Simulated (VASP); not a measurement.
# InSb (F-43m) in VASP: single point with HSE06

Aim: the single point of InSb with HSE06.

All numbers are computed with VASP 6.6.1; they aren't measurements. Logs are shortened: lines on timing, memory, paths and dates and some standing lists are left out, and cuts for length are marked.

## (1) The cell of the first run

Symmetry: F-43m, No. 216, cubic system. Conventional cell: a = 6.553 Å, b = 6.553 Å, c = 6.553 Å, α = 90.00°, β = 90.00°, γ = 90.00°. In (site symmetry -43m) has 4 Sb at 2.84 Å within 3.7 Å. Within 3.7 Å of Sb (site symmetry -43m) lie 4 In at 2.84 Å.

## (2) Single point, HSE06

The input, POSCAR:

```
InSb
1.0
    0.0000000000      3.2764965288      3.2764965288
    3.2764965288      0.0000000000      3.2764965288
    3.2764965288      3.2764965288      0.0000000000
In Sb
1 1
Direct
    0.0000000000      0.0000000000      0.0000000000
    0.2500000000      0.2500000000      0.2500000000
```

The input, INCAR.step1:

```
  ALGO = Normal
  EDIFF = 1E-5
  ENCUT = 520
  GGA = PE
  ISIF = 2
  ISMEAR = -1
  LASPH = T
  LCHARG = F
  LREAL = F
  LWAVE = T
  NBANDS = 16
  NELM = 80
  PREC = Accurate
  SIGMA = 0.02
```

The input, INCAR.step2:

```
  ALGO = Normal
  EDIFF = 1E-6
  ENCUT = 520
  GGA = PE
  HFSCREEN = 0.2079
  ISIF = 2
  ISMEAR = -1
  ISTART = 1
  LASPH = T
  LCHARG = F
  LHFCALC = T
  LREAL = F
  LWAVE = F
  NBANDS = 16
  NELM = 80
  PREC = Accurate
  PRECFOCK = Normal
  SIGMA = 0.02
```

The input, KPOINTS:

```
k-points
0
Gamma
  4 4 4
```

Potentials or basis: VASP PAW PBE potentials, release 64 (In_d, Sb).

Started as:

```console
cat potpaw_PBE.64/In_d/POTCAR potpaw_PBE.64/Sb/POTCAR > POTCAR
cp INCAR.step1 INCAR
mpirun -np 1 vasp_std > vasp.out
cp INCAR.step2 INCAR
mpirun -np 1 vasp_std > vasp.out
```

OUTCAR:

```text
EDIFF = 1E-6
   ENCUT = 520
   GGA = PE
   HFSCREEN = 0.2079
   ISIF = 2
   ISMEAR = -1
   ISTART = 1
   LASPH = T
   LHFCALC = T
   LREAL = F
   NELM = 80
   PREC = Accurate
   PRECFOCK = Normal

 ion  position               nearest neighbor table
   1  0.000  0.000  0.000-   2 2.84   2 2.84   2 2.84   2 2.84
   2  0.250  0.250  0.250-   1 2.84   1 2.84   1 2.84   1 2.84

  LATTYP: Found a face centered cubic cell.
 ALAT       =     6.5529930576

  Lattice vectors:

 A1 = (   0.0000000000,   3.2764965288,   3.2764965288)
 A2 = (   3.2764965288,   0.0000000000,   3.2764965288)
 A3 = (   3.2764965288,   3.2764965288,   0.0000000000)

Analysis of symmetry for initial positions (statically):
=====================================================================
 Subroutine PRICEL returns:
 Original cell was already a primitive cell.

 Routine SETGRP: Setting up the symmetry group for a
 face centered cubic supercell.

 Subroutine GETGRP returns: Found 24 space group operations
 (whereof 24 operations were pure point group operations)
 out of a pool of 48 trial point group operations.

The static configuration has the point symmetry T_d .

Analysis of symmetry for dynamics (positions and initial velocities):
=====================================================================
 Subroutine PRICEL returns:
 Original cell was already a primitive cell.

 Routine SETGRP: Setting up the symmetry group for a
 face centered cubic supercell.

 Subroutine GETGRP returns: Found 24 space group operations
 (whereof 24 operations were pure point group operations)
 out of a pool of 48 trial point group operations.

The dynamic configuration has the point symmetry T_d .

 Subroutine INISYM returns: Found 24 space group operations
 (whereof 24 operations are pure point group operations),
 and found     1 'primitive' translations

----------------------------------------------------------------------------------------

                                     Primitive cell

  volume of cell :      70.3492

  direct lattice vectors                    reciprocal lattice vectors
     0.000000000  3.276496529  3.276496529    -0.152602023  0.152602023  0.152602023
     3.276496529  0.000000000  3.276496529     0.152602023 -0.152602023  0.152602023
     3.276496529  3.276496529  0.000000000     0.152602023  0.152602023 -0.152602023

  length of vectors
     4.633665828  4.633665828  4.633665828     0.264314458  0.264314458  0.264314458

  position of ions in fractional coordinates (direct lattice)
     0.000000000  0.000000000  0.000000000
     0.250000000  0.250000000  0.250000000

  ion indices of the primitive-cell ions
   primitive index   ion index
                 1           1
                 2           2

----------------------------------------------------------------------------------------

 KPOINTS: k-points

Automatic generation of k-mesh.
 Grid dimensions read from file:
 generate k-points for:    4    4    4

 Generating k-lattice:

  Cartesian coordinates                     Fractional coordinates (reciprocal lattice)
    -0.038150506  0.038150506  0.038150506     0.250000000  0.000000000  0.000000000
     0.038150506 -0.038150506  0.038150506     0.000000000  0.250000000  0.000000000
     0.038150506  0.038150506 -0.038150506     0.000000000  0.000000000  0.250000000

  Length of vectors
     0.066078614  0.066078614  0.066078614

  Shift w.r.t. Gamma in fractional coordinates (k-lattice)
     0.000000000  0.000000000  0.000000000

 Subroutine IBZKPT returns following result:
 ===========================================

 Found      8 irreducible k-points:

 Following reciprocal coordinates:
            Coordinates               Weight
  0.000000  0.000000  0.000000      1.000000
  0.250000  0.000000  0.000000      8.000000
  0.500000  0.000000  0.000000      4.000000
  0.250000  0.250000  0.000000      6.000000
  0.500000  0.250000  0.000000     24.000000
 -0.250000  0.250000  0.000000     12.000000
  0.500000  0.500000  0.000000      3.000000
 -0.250000  0.500000  0.250000      6.000000
   k-points           NKPTS =      8   k-points in BZ     NKDIM =     64   number of bands    NBANDS=     16
   number of dos      NEDOS =    301   number of ions     NIONS =      2
   total plane-waves  NPLWV =  46656
   dimension x,y,z NGX =    36 NGY =   36 NGZ =   36
   dimension x,y,z NGXF=    72 NGYF=   72 NGZF=   72
   ions per type =               1   1
   NGX,Y,Z   is equivalent  to a cutoff of  12.92, 12.92, 12.92 a.u.
   NGXF,Y,Z  is equivalent  to a cutoff of  25.83, 25.83, 25.83 a.u.
 SYSTEM =  unknown system
   PREC   = accura    normal or accurate (medium, high low for compatibility)
   ISTART =      1    job   : 0-new  1-cont  2-samecut
   ICHARG =      0    charge: 1-file 2-atom 10-const
   ISPIN  =      1    spin polarized calculation?
   LNONCOLLINEAR =      F non collinear calculations
   LSORBIT =      F    spin-orbit coupling
   LASPH  =      T    aspherical Exc in radial PAW
   ENCUT  =  520.0 eV  38.22 Ry    6.18 a.u.   8.62  8.62  8.62*2*pi/ulx,y,z
   NELM   =     80;   NELMIN=  2; NELMDL=  0     # of ELM steps
   EDIFF  = 0.1E-05   stopping-criterion for ELM
   LREAL  =      F    real-space projection
   EDIFFG = 0.1E-04   stopping-criterion for IOM
   NSW    =      0    number of steps for IOM
   IBRION =     -1    ionic relax: 0-MD 1-quasi-New 2-CG
   NFREE  =      0    steps in history (QN), initial steepest desc. (CG)
   ISIF   =      2    stress and relaxation
   ISYM   =      3    0-nonsym 1-usesym 2-fastsym
   POTIM  = 0.5000    time-step for ionic-motion
   TEBEG  =    0.0;   TEEND  =   0.0 temperature during run
   PSTRESS=    0.0 pullay stress
   NELECT =      18.0000    total number of electrons
   NUPDOWN=      -1.0000    fix difference up-down
   EMIN   =  10.00;   EMAX   =-10.00  energy-range for DOS
   EFERMI =   0.00;   METHOD = LEGACY
   ISMEAR =    -1;   SIGMA  =   0.02  broadening in eV -4-tet -1-fermi 0-gaus
   EFERMI_NEDOS =   21; number of points for ismear=-14 and -15
   IALGO  =     38    algorithm
   IMIX   =      1    mixing-type and parameters
     AMIX     =   0.40;   BMIX     =  1.00
     AMIX_MAG =   1.60;   BMIX_MAG =  1.00
  volume/ion in A,a.u.               =      35.17       237.37
  Fermi-wavevector in a.u.,A,eV,Ry     =   1.039312  1.964015 14.696598  1.080170
  Thomas-Fermi vector in A             =   2.173836
   LORBIT       =      0    0 simple, 1 ext, 2 COOP (PROOUT), +10 PAW based schemes
   GGA     = PE    functional components
   LHFCALC =     T    Hartree Fock is set to
   PRECFOCK=normal    Normal, Fast or Accurate (Low or Medium for compatibility)
   ENCUT4O =  -1.0   cutoff for four orbital integrals eV
   NKREDX  =     1    reduce k-point grid by
   NKREDY  =     1    reduce k-point grid by
   NKREDZ  =     1    reduce k-point grid by
   AEXX    =    0.2500 exact exchange contribution
   HFSCREEN=    0.2079 screening length (either q_TF or 0.3 A-1)
   HFSCREENC=   0.2079 screening length for correlation (either q_TF or 0.3 A-1)
   ENCUTFOCK=  -1.0 apply spherical cutoff to Coloumb kernel
   IVDW    =     0    specifies the selected vdW correction
   LEPSILON=     F    determine dielectric tensor
   LRPA    =     F    only Hartree local field effects (RPA)
 non-spin polarized calculation
  energy-cutoff  :      520.00
  volume of cell :       70.35
 maximum number of plane-waves:      1924
 NGX is ok and might be reduce to    36
  NGX = 28; NGY = 28; NGZ = 28

 number of electron      17.9999999 magnetization

 Free energy of the ion-electron system (eV)
  ---------------------------------------------------
  ext. energy  EPLUGINS =         0.00000000
  ---------------------------------------------------
  free energy    TOTEN  =        -8.33948143 eV

  energy without entropy =       -8.33947703  energy(sigma->0) =       -8.33947923

 E-fermi :   4.5487     XC(G=0):  -7.1328

 val. band max:        4.3688128004   @ k =   0.0000   0.0000   0.0000
 cond. band min:       4.7065806836   @ k =   0.0000   0.0000   0.0000
 fundamental gap:      0.3377678832
 Fermi energy:         4.5486844977

 k-point     1 :       0.0000    0.0000    0.0000
  band No.  band energies     occupation
      1     -11.9681      2.00000
      2     -11.9681      2.00000
      3     -11.9681      2.00000
      4     -11.8870      2.00000
      5     -11.8870      2.00000
      6      -7.1135      2.00000
      7       4.3688      1.99975
      8       4.3688      1.99975
      9       4.3688      1.99975
     10       4.7066      0.00075
     11       8.0125      0.00000
     12       8.0125      0.00000
     13       8.0125      0.00000
     14      10.9161      0.00000
     15      13.4057      0.00000
     16      13.4057      0.00000

 k-point     2 :       0.2500    0.0000    0.0000
  band No.  band energies     occupation
      1     -11.9854      2.00000
      2     -11.9587      2.00000
      3     -11.9587      2.00000
      4     -11.8871      2.00000
      5     -11.8871      2.00000
      6      -6.5474      2.00000
      7       0.6380      2.00000
      8       3.7699      2.00000
      9       3.7699      2.00000
     10       5.8154      0.00000
     11       8.7667      0.00000
     12       8.7667      0.00000
     13       9.7922      0.00000
     14      12.0816      0.00000
     15      12.4243      0.00000
     16      12.4243      0.00000

 k-point     3 :       0.5000    0.0000    0.0000
  band No.  band energies     occupation
      1     -12.0025      2.00000
      2     -11.9510      2.00000
      3     -11.9510      2.00000
      4     -11.8856      2.00000
      5     -11.8856      2.00000
      6      -5.6827      2.00000
      7      -1.5311      2.00000
      8       3.3404      2.00000
      9       3.3404      2.00000
     10       5.4828      0.00000
     11       8.8841      0.00000
     12       8.8841      0.00000
     13      11.2711      0.00000
     14      13.4711      0.00000
     15      14.4422      0.00000
     16      14.4422      0.00000

 k-point     4 :       0.2500    0.2500    0.0000
  band No.  band energies     occupation
      1     -12.0012      2.00000
      2     -11.9486      2.00000
      3     -11.9486      2.00000
      4     -11.8942      2.00000
      5     -11.8831      2.00000
      6      -6.3472      2.00000
      7       0.5690      2.00000
      8       2.9213      2.00000
      9       2.9213      2.00000
     10       6.5642      0.00000
     11       7.5107      0.00000
     12      10.4267      0.00000
     13      10.4267      0.00000
     14      11.1123      0.00000
     15      14.0449      0.00000
     16      14.0687      0.00000

 k-point     5 :       0.5000    0.2500    0.0000
  band No.  band energies     occupation
      1     -12.0151      2.00000
      2     -11.9417      2.00000
      3     -11.9392      2.00000
      4     -11.8944      2.00000
      5     -11.8831      2.00000
      6      -5.4239      2.00000
      7      -1.3533      2.00000
      8       1.6724      2.00000
      9       2.5952      2.00000
     10       6.7520      0.00000
     11       8.7527      0.00000
     12      10.1395      0.00000
     13      10.7530      0.00000
     14      13.5675      0.00000
     15      14.6512      0.00000
     16      14.9762      0.00000

 k-point     6 :      -0.2500    0.2500    0.0000
  band No.  band energies     occupation
      1     -12.0041      2.00000
      2     -11.9479      2.00000
      3     -11.9470      2.00000
      4     -11.8886      2.00000
      5     -11.8872      2.00000
      6      -5.7667      2.00000
      7      -0.7977      2.00000
      8       1.5888      2.00000
      9       3.2917      2.00000
     10       7.0314      0.00000
     11       9.5422      0.00000
     12       9.6415      0.00000
     13       9.8137      0.00000
     14      11.9509      0.00000
     15      13.4395      0.00000
     16      15.1126      0.00000

 k-point     7 :       0.5000    0.5000    0.0000
  band No.  band energies     occupation
      1     -12.0314      2.00000
      2     -11.9286      2.00000
      3     -11.9286      2.00000
      4     -11.9032      2.00000
      5     -11.8791      2.00000
      6      -5.0385      2.00000
      7      -1.8652      2.00000
      8       2.0422      2.00000
      9       2.0422      2.00000
     10       6.3135      0.00000
     11       6.3329      0.00000
     12      13.4373      0.00000
     13      13.4373      0.00000
     14      14.0168      0.00000
     15      15.4479      0.00000
     16      15.7885      0.00000

 k-point     8 :      -0.2500    0.5000    0.2500
  band No.  band energies     occupation
      1     -12.0201      2.00000
      2     -11.9415      2.00000
      3     -11.9309      2.00000
      4     -11.8948      2.00000
      5     -11.8848      2.00000
      6      -5.0043      2.00000
      7      -1.7456      2.00000
      8       1.4433      2.00000
      9       1.5992      2.00000
     10       8.5650      0.00000
     11       9.0009      0.00000
     12       9.3523      0.00000
     13      10.0238      0.00000
     14      14.2773      0.00000
     15      15.0058      0.00000
     16      15.7261      0.00000

------------------------ aborting loop because EDIFF is reached ----------------------------------------

  FORCE on cell =-STRESS in cart. coord.  units (eV):
  Direction    XX          YY          ZZ          XY          YZ          ZX
  --------------------------------------------------------------------------------------
  -------------------------------------------------------------------------------------
  Total       -0.2134865     -0.2134865     -0.2134865      0.0000000      0.0000000      0.0000000
  in kB       -4.8620769     -4.8620769     -4.8620769      0.0000000      0.0000000      0.0000000
  external PRESSURE =      -4.8620769 kB  Pullay stress =       0.0000000 kB

 VOLUME and BASIS-vectors are now :
 -----------------------------------------------------------------------------
  energy-cutoff  :      520.00
  volume of cell :       70.35
      direct lattice vectors                 reciprocal lattice vectors
     0.000000000  3.276496529  3.276496529    -0.152602023  0.152602023  0.152602023
     3.276496529  0.000000000  3.276496529     0.152602023 -0.152602023  0.152602023
     3.276496529  3.276496529  0.000000000     0.152602023  0.152602023 -0.152602023

 POSITION                                       TOTAL-FORCE (eV/Angst)
 -----------------------------------------------------------------------------------
      0.00000      0.00000      0.00000        -0.000000     -0.000000     -0.000000
      1.63825      1.63825      1.63825         0.000000      0.000000      0.000000
 -----------------------------------------------------------------------------------
    total drift:                               -0.000041      0.000005     -0.000001

  FREE ENERGIE OF THE ION-ELECTRON SYSTEM (eV)
  ---------------------------------------------------
  free  energy   TOTEN  =        -8.3394814255 eV

  energy  without entropy=       -8.3394770275  energy(sigma->0) =       -8.33947923
```

Wall time 13 min (1 thread of Intel Xeon Platinum 8375C at 2.90GHz (Ice Lake), shared host); peak memory 0.32 GiB.

What came out:

- Free energy: -8.3395 eV
- Pressure: -0.5 GPa
- Band gap on the k mesh: 0.34 eV

Levels at points of the mesh, in eV from the valence-band top:
| k point | band 5 | band 6 | band 7 | band 8 | band 9 | band 10 | band 11 | band 12 | band 13 | band 14 |
| --- | --- | --- | --- | --- | --- | --- | --- | --- | --- | --- |
| (0.00, 0.00, 0.00) | -16.26 | -11.48 | 0.00 | 0.00 | 0.00 | 0.34 | 3.64 | 3.64 | 3.64 | 6.55 |
| (0.50, 0.00, 0.00) | -16.25 | -10.05 | -5.90 | -1.03 | -1.03 | 1.11 | 4.52 | 4.52 | 6.90 | 9.10 |
| (0.50, 0.50, 0.00) | -16.25 | -9.41 | -6.23 | -2.33 | -2.33 | 1.94 | 1.96 | 9.07 | 9.07 | 9.65 |

Caveat: the PAW data sets were made with another functional, which shifts forces and pressure a little; spin-orbit coupling is left out, which moves the levels of the heavy elements.
